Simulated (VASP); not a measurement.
# Al (Fd-3m) in VASP: notebook, part 2 of 2

VASP 6.6.1. Earlier steps stand in the parts before.

## Step 3: Single point, LDA (volume scaled by 0.92)

The input, INCAR:

```
  ALGO = Normal
  EDIFF = 1E-7
  ENCUT = 520
  ISIF = 2
  ISMEAR = -1
  LASPH = True
  LCHARG = True
  LELF = True
  LREAL = False
  LVHAR = True
  LWAVE = False
  NBANDS = 10
  NELM = 80
  PREC = Accurate
  SIGMA = 0.1
```

The input, KPOINTS:

```
k-points
0
Gamma
  10 10 10
```

The input, POSCAR:

```
Al
1.0
    0.0000000000      2.8929426900      2.8929426900
    2.8929426900      0.0000000000      2.8929426900
    2.8929426900      2.8929426900      0.0000000000
Al
2
Direct
    0.1250000000      0.1250000000      0.1250000000
    0.8750000000      0.8750000000      0.8750000000
```

Potentials or basis: VASP PAW LDA potentials, release 64 (Al).

Launch:

```bash
$ cat potpaw_LDA.64/Al/POTCAR > POTCAR
$ mpirun -np 1 vasp_std > vasp.out
```

OUTCAR:

```text
EDIFF = 1E-7
   ENCUT = 520
   ISIF = 2
   ISMEAR = -1
   LASPH = True
   LREAL = False
   NELM = 80
   PREC = Accurate

 ion  position               nearest neighbor table
   1  0.125  0.125  0.125-   2 2.51   2 2.51   2 2.51   2 2.51
   2  0.875  0.875  0.875-   1 2.51   1 2.51   1 2.51   1 2.51

  LATTYP: Found a face centered cubic cell.
 ALAT       =     5.7858853800

  Lattice vectors:

 A1 = (   0.0000000000,   2.8929426900,   2.8929426900)
 A2 = (   2.8929426900,   0.0000000000,   2.8929426900)
 A3 = (   2.8929426900,   2.8929426900,   0.0000000000)

Analysis of symmetry for initial positions (statically):
=====================================================================
 Subroutine PRICEL returns:
 Original cell was already a primitive cell.

 Routine SETGRP: Setting up the symmetry group for a
 face centered cubic supercell.

 Subroutine GETGRP returns: Found 48 space group operations
 (whereof 12 operations were pure point group operations)
 out of a pool of 48 trial point group operations.

The static configuration has the point symmetry D_3d.
 The point group associated with its full space group is O_h .

Analysis of symmetry for dynamics (positions and initial velocities):
=====================================================================
 Subroutine PRICEL returns:
 Original cell was already a primitive cell.

 Routine SETGRP: Setting up the symmetry group for a
 face centered cubic supercell.

 Subroutine GETGRP returns: Found 48 space group operations
 (whereof 12 operations were pure point group operations)
 out of a pool of 48 trial point group operations.

The dynamic configuration has the point symmetry D_3d.
 The point group associated with its full space group is O_h .

 Subroutine INISYM returns: Found 48 space group operations
 (whereof 12 operations are pure point group operations),
 and found     1 'primitive' translations

----------------------------------------------------------------------------------------

                                     Primitive cell
[... 112 lines left out ...]
  volume/ion in A,a.u.               =      24.21       163.39
  Fermi-wavevector in a.u.,A,eV,Ry     =   0.816160  1.542319  9.063079  0.666117
  Thomas-Fermi vector in A             =   1.926378
   LORBIT       =      0    0 simple, 1 ext, 2 COOP (PROOUT), +10 PAW based schemes
   GGA     = CA    functional components
   LHFCALC =     F    Hartree Fock is set to
   AEXX    =    0.0000 exact exchange contribution
   IVDW    =     0    specifies the selected vdW correction
   LEPSILON=     F    determine dielectric tensor
   LRPA    =     F    only Hartree local field effects (RPA)
 non-spin polarized calculation
  energy-cutoff  :      520.00
  volume of cell :       48.42
 maximum number of plane-waves:      1326
   NGX = 15   NGY = 15   NGZ = 15

 number of electron       6.0000000 magnetization

 Free energy of the ion-electron system (eV)
  ---------------------------------------------------
  ext. energy  EPLUGINS =         0.00000000
  ---------------------------------------------------
  free energy    TOTEN  =        -6.74822787 eV

  energy without entropy =       -6.70611761  energy(sigma->0) =       -6.72717274

 E-fermi :   3.4955     XC(G=0):  -8.7348

 val. band max:        3.4657606650   @ k =   0.5000   0.3000   0.0000
 cond. band min:       3.5798633915   @ k =  -0.3000   0.3000   0.1000
 fundamental gap:      0.1141027265
 Fermi energy:         3.4955060609

 k-point     1 :       0.0000    0.0000    0.0000
  band No.  band energies     occupation
      1      -4.9286      2.00000
      2       5.8410      0.00000
      3       5.8410      0.00000
      4       5.8410      0.00000
      5       7.6920      0.00000
      6       7.6920      0.00000
      7       7.6920      0.00000
      8       9.8991      0.00000
      9      11.7117      0.00000
     10      11.7117      0.00000
[... 287 lines left out ...]
 k-point    24 :       0.4000    0.3000    0.0000
  band No.  band energies     occupation
      1      -2.9003      2.00000
      2       1.2158      2.00000
      3       2.9594      1.99065
      4       3.4499      1.22395
      5       6.0067      0.00000
      6       6.9337      0.00000
      7      11.7544      0.00000
      8      11.9042      0.00000
      9      14.3161      0.00000
     10      15.9939      0.00000

 [... further k-points ...]
[... 5 lines left out ...]
  --------------------------------------------------------------------------------------
  -------------------------------------------------------------------------------------
  Total        1.2556088      1.2556088      1.2556088      0.0000000      0.0000000     -0.0000000
  in kB       41.5446821     41.5446821     41.5446821      0.0000000      0.0000000     -0.0000000
  external PRESSURE =      41.5446821 kB  Pullay stress =       0.0000000 kB

 VOLUME and BASIS-vectors are now :
 -----------------------------------------------------------------------------
  energy-cutoff  :      520.00
  volume of cell :       48.42
      direct lattice vectors                 reciprocal lattice vectors
     0.000000000  2.892942690  2.892942690    -0.172834395  0.172834395  0.172834395
     2.892942690  0.000000000  2.892942690     0.172834395 -0.172834395  0.172834395
     2.892942690  2.892942690  0.000000000     0.172834395  0.172834395 -0.172834395

 POSITION                                       TOTAL-FORCE (eV/Angst)
 -----------------------------------------------------------------------------------
      0.72324      0.72324      0.72324         0.000000     -0.000000     -0.000000
      5.06265      5.06265      5.06265        -0.000000      0.000000      0.000000
 -----------------------------------------------------------------------------------
    total drift:                               -0.000000      0.000000      0.000000

  FREE ENERGIE OF THE ION-ELECTRON SYSTEM (eV)
  ---------------------------------------------------
  free  energy   TOTEN  =        -6.7482278715 eV

  energy  without entropy=       -6.7061176128  energy(sigma->0) =       -6.72717274
```

OSZICAR:

```text
N       E                     dE             d eps       ncg     rms          rms(c)
DAV:   1     0.683922569090E-01    0.68392E-01   -0.21275E+03   940   0.455E+02
DAV:   2    -0.661135517375E+01   -0.66797E+01   -0.65179E+01  1252   0.464E+01
DAV:   3    -0.677292930885E+01   -0.16157E+00   -0.15982E+00  1202   0.653E+00
DAV:   4    -0.677430317848E+01   -0.13739E-02   -0.13737E-02  1142   0.655E-01
DAV:   5    -0.677431730327E+01   -0.14125E-04   -0.14124E-04  1158   0.657E-02    0.182E+00
DAV:   6    -0.675757762867E+01    0.16740E-01   -0.64748E-03  1060   0.318E-01    0.110E+00
DAV:   7    -0.674822620404E+01    0.93514E-02   -0.15252E-02  1040   0.496E-01    0.114E-01
DAV:   8    -0.674822525554E+01    0.94850E-06   -0.61928E-04  1034   0.122E-01    0.694E-02
DAV:   9    -0.674822791955E+01   -0.26640E-05   -0.15705E-05  1166   0.241E-02    0.321E-02
DAV:  10    -0.674822787030E+01    0.49251E-07   -0.14889E-06  1040   0.549E-03    0.405E-03
DAV:  11    -0.674822787148E+01   -0.11818E-08   -0.21446E-08   620   0.966E-04
   1 F= -.67482279E+01 E0= -.67271727E+01  d E =-.421103E-01
```

It took 9.7 s on 1 thread of Intel Xeon 6975P-C (Granite Rapids), shared host; peak memory 0.14 GiB.

Results:

* Free energy: -6.7482 eV
* Pressure: 4.2 GPa
* Band gap on the k mesh: zero (band 3 reaches 5.84 eV, above the bottom of band 4 at 1.95 eV)

Levels at points of the mesh, in eV from the Fermi level:
```tsv
k point	band 1	band 2	band 3	band 4	band 5	band 6
(0.00, 0.00, 0.00)	-8.42	2.35	2.35	2.35	4.20	4.20
(0.50, 0.00, 0.00)	-6.13	-4.19	1.24	1.24	3.72	4.53
(0.50, 0.50, 0.00)	-4.53	-4.53	-0.44	-0.44	2.07	2.07
```

Caveat: the cell differs from its parent crystal (volume scaled by 0.92).

## Step 4: Single point, LDA (volume scaled by 0.96)

The input, INCAR:

```
SYSTEM = Al
PREC     = Accurate       ! precision mode
ENCUT    = 520            ! plane-wave cutoff, eV
EDIFF    = 1E-7           ! SCF threshold, eV
ISMEAR   = -1             ! smearing method
SIGMA    = 0.1            ! smearing width, eV
LREAL    = .FALSE.        ! projectors in reciprocal space
LASPH    = .TRUE.         ! aspherical terms in the spheres
NELM     = 60             ! most SCF steps
ALGO     = Normal         ! electronic algorithm
ISIF     = 2              ! what is computed and relaxed
LWAVE    = .FALSE.        ! write WAVECAR
LCHARG   = .FALSE.        ! write CHGCAR
NBANDS   = 10             ! bands
```

The input, KPOINTS:

```
Automatic mesh
0
G
  10 10 10
  0 0 0
```

The input, POSCAR:

```
Al
1.0
    0.0000000000      2.9342760270      2.9342760270
    2.9342760270      0.0000000000      2.9342760270
    2.9342760270      2.9342760270      0.0000000000
Al
2
Direct
    0.1250000000      0.1250000000      0.1250000000
    0.8750000000      0.8750000000      0.8750000000
```

Potentials or basis: VASP PAW LDA potentials, release 64 (Al).

Launch:

```bash
$ cat potpaw_LDA.64/Al/POTCAR > POTCAR
$ mpirun -np 1 vasp_std > vasp.out
```

OUTCAR:

```text
SYSTEM = Al
   PREC = Accurate
   ENCUT = 520
   EDIFF = 1E-7
   ISMEAR = -1
   LREAL = .FALSE.
   LASPH = .TRUE.
   NELM = 60
   ISIF = 2

 ion  position               nearest neighbor table
   1  0.125  0.125  0.125-   2 2.54   2 2.54   2 2.54   2 2.54
   2  0.875  0.875  0.875-   1 2.54   1 2.54   1 2.54   1 2.54

  LATTYP: Found a face centered cubic cell.
 ALAT       =     5.8685520540

  Lattice vectors:

 A1 = (   0.0000000000,   2.9342760270,   2.9342760270)
 A2 = (   2.9342760270,   0.0000000000,   2.9342760270)
 A3 = (   2.9342760270,   2.9342760270,   0.0000000000)

Analysis of symmetry for initial positions (statically):
=====================================================================
 Subroutine PRICEL returns:
 Original cell was already a primitive cell.

 Routine SETGRP: Setting up the symmetry group for a
 face centered cubic supercell.

 Subroutine GETGRP returns: Found 48 space group operations
 (whereof 12 operations were pure point group operations)
 out of a pool of 48 trial point group operations.

The static configuration has the point symmetry D_3d.
 The point group associated with its full space group is O_h .

Analysis of symmetry for dynamics (positions and initial velocities):
[... 163 lines left out ...]
 fundamental gap:      0.1187843591
 Fermi energy:         3.2002347106

 k-point     1 :       0.0000    0.0000    0.0000
  band No.  band energies     occupation
      1      -5.0342      2.00000
      2       5.4599      0.00000
      3       5.4599      0.00000
      4       5.4599      0.00000
      5       7.3089      0.00000
      6       7.3089      0.00000
      7       7.3089      0.00000
      8       9.1379      0.00000
      9      11.3147      0.00000
     10      11.3174      0.00000
[... 287 lines left out ...]
 k-point    24 :       0.4000    0.3000    0.0000
  band No.  band energies     occupation
      1      -3.0761      2.00000
      2       0.8971      2.00000
      3       2.6913      1.98775
      4       3.1566      1.21467
      5       5.6891      0.00000
      6       6.6112      0.00000
      7      11.2664      0.00000
      8      11.3614      0.00000
      9      13.8236      0.00000
     10      15.1975      0.00000

 [... further k-points ...]
[... 5 lines left out ...]
  --------------------------------------------------------------------------------------
  -------------------------------------------------------------------------------------
  Total        0.5932275      0.5932275      0.5932275     -0.0000000      0.0000000     -0.0000000
  in kB       18.8104408     18.8104408     18.8104408     -0.0000000      0.0000000     -0.0000000
  external PRESSURE =      18.8104408 kB  Pullay stress =       0.0000000 kB

 VOLUME and BASIS-vectors are now :
 -----------------------------------------------------------------------------
  energy-cutoff  :      520.00
  volume of cell :       50.53
      direct lattice vectors                 reciprocal lattice vectors
     0.000000000  2.934276027  2.934276027    -0.170399784  0.170399784  0.170399784
     2.934276027  0.000000000  2.934276027     0.170399784 -0.170399784  0.170399784
     2.934276027  2.934276027  0.000000000     0.170399784  0.170399784 -0.170399784

 POSITION                                       TOTAL-FORCE (eV/Angst)
 -----------------------------------------------------------------------------------
      0.73357      0.73357      0.73357        -0.000000     -0.000000     -0.000000
      5.13498      5.13498      5.13498         0.000000      0.000000      0.000000
 -----------------------------------------------------------------------------------
    total drift:                                0.000000      0.000000     -0.000000

  FREE ENERGIE OF THE ION-ELECTRON SYSTEM (eV)
  ---------------------------------------------------
  free  energy   TOTEN  =        -6.7874409840 eV

  energy  without entropy=       -6.7429251590  energy(sigma->0) =       -6.76518307
```

OSZICAR:

```text
N       E                     dE             d eps       ncg     rms          rms(c)
DAV:   1    -0.936151325060E-01   -0.93615E-01   -0.20205E+03   940   0.445E+02
DAV:   2    -0.667077413918E+01   -0.65772E+01   -0.63884E+01  1258   0.480E+01
DAV:   3    -0.680768293045E+01   -0.13691E+00   -0.13594E+00  1156   0.615E+00
DAV:   4    -0.680895564627E+01   -0.12727E-02   -0.12725E-02  1148   0.669E-01
DAV:   5    -0.680896890366E+01   -0.13257E-04   -0.13257E-04  1120   0.642E-02    0.175E+00
DAV:   6    -0.679542427110E+01    0.13545E-01   -0.49770E-03  1072   0.276E-01    0.105E+00
DAV:   7    -0.678743088656E+01    0.79934E-02   -0.12294E-02  1020   0.440E-01    0.115E-01
DAV:   8    -0.678744263529E+01   -0.11749E-04   -0.54329E-04  1072   0.112E-01    0.529E-02
DAV:   9    -0.678744077911E+01    0.18562E-05   -0.16270E-05  1122   0.236E-02    0.306E-02
DAV:  10    -0.678744098372E+01   -0.20461E-06   -0.75192E-07  1120   0.493E-03    0.345E-03
DAV:  11    -0.678744098398E+01   -0.26233E-09   -0.81422E-09   582   0.617E-04
   1 F= -.67874410E+01 E0= -.67651831E+01  d E =-.445158E-01
```

stdout:

```text
POSCAR found type information on POSCAR Al
 POSCAR found :  1 types and       2 ions
 scaLAPACK will be used
 LDA part: xc-table for (Slater(with rela. corr.)+CA(PZ))
 , standard interpolation
 POSCAR, INCAR and KPOINTS ok, starting setup
 FFT: planning ... GRIDC
 FFT: planning ... GRID_SOFT
 FFT: planning ... GRID
 WAVECAR not read
 entering main loop
```

Wall time 7.2 s (1 thread of Intel Xeon 6975P-C (Granite Rapids), shared host); peak memory 0.15 GiB.

Results:

```
Free energy            : -6.7874 eV
Pressure               : 1.9 GPa
Band gap on the k mesh : zero (band 3 reaches 5.46 eV, above the bottom of band 4 at 1.74 eV)
```

Caveat: the cell differs from its parent crystal (volume scaled by 0.96).

## Step 5: Single point, LDA

This run uses another cell than the first one, of 26.32 Å³/atom, 1.136 times its volume.

The input, INCAR:

```
PREC = Accurate
ENCUT = 520
EDIFF = 1E-6
ISMEAR = -1
SIGMA = 0.1
LREAL = False
LASPH = True
NELM = 80
ALGO = Normal
ISIF = 2
LWAVE = False
LCHARG = False
GGA = CA
NBANDS = 10
```

The input, KPOINTS:

```
regular mesh
0
Gamma
  10 10 10
```

The input, POSCAR:

```
Al
1.0
    0.0000000000      2.9744765845      2.9744765845
    2.9744765845      0.0000000000      2.9744765845
    2.9744765845      2.9744765845      0.0000000000
Al
2
Direct
    0.1250000000      0.1250000000      0.1250000000
    0.8750000000      0.8750000000      0.8750000000
```

Launch:

```bash
$ cat potpaw_LDA.64/Al/POTCAR > POTCAR
$ mpirun -np 1 vasp_std > vasp.out
```

Run time: 6.7 s. Hardware: 1 thread of Intel Xeon 6975P-C (Granite Rapids), shared host; peak memory 0.15 GiB.

It converged, with:

```
Free energy            : -6.7997 eV
Pressure               : 0.0 GPa
Band gap on the k mesh : zero (band 3 reaches 5.11 eV, above the bottom of band 4 at 1.54 eV)
```

Levels at points of the mesh, in eV from the Fermi level:
```csv
k point,band 1,band 2,band 3,band 4,band 5,band 6,band 7
"(0.00, 0.00, 0.00)",-8.06,2.18,2.18,2.18,4.03,4.03,4.03
"(0.50, 0.00, 0.00)",-5.95,-3.97,1.14,1.14,3.34,4.44,4.44
"(0.50, 0.50, 0.00)",-4.43,-4.43,-0.41,-0.41,2.07,2.07,10.83
```

## Step 6: The runs side by side

```csv
cell,gap on the mesh (eV),pressure (GPa)
"a = 4.031 Å, angles 60.0°, 2 atoms",none,6.9
"a = 4.091 Å, angles 60.0°, 2 atoms",none,4.2
"a = 4.150 Å, angles 60.0°, 2 atoms",none,1.9
"a = 4.207 Å, angles 60.0°, 2 atoms",none,0.0
```

Alike in all rows: task single point; level LDA; potentials or basis VASP PAW LDA potentials, release 64 (Al); no spin polarisation; k mesh 10 × 10 × 10; cutoff (eV) 520; smearing fermi-dirac 0.1 eV.

Absolute energies hang on the potentials; compare differences alone.
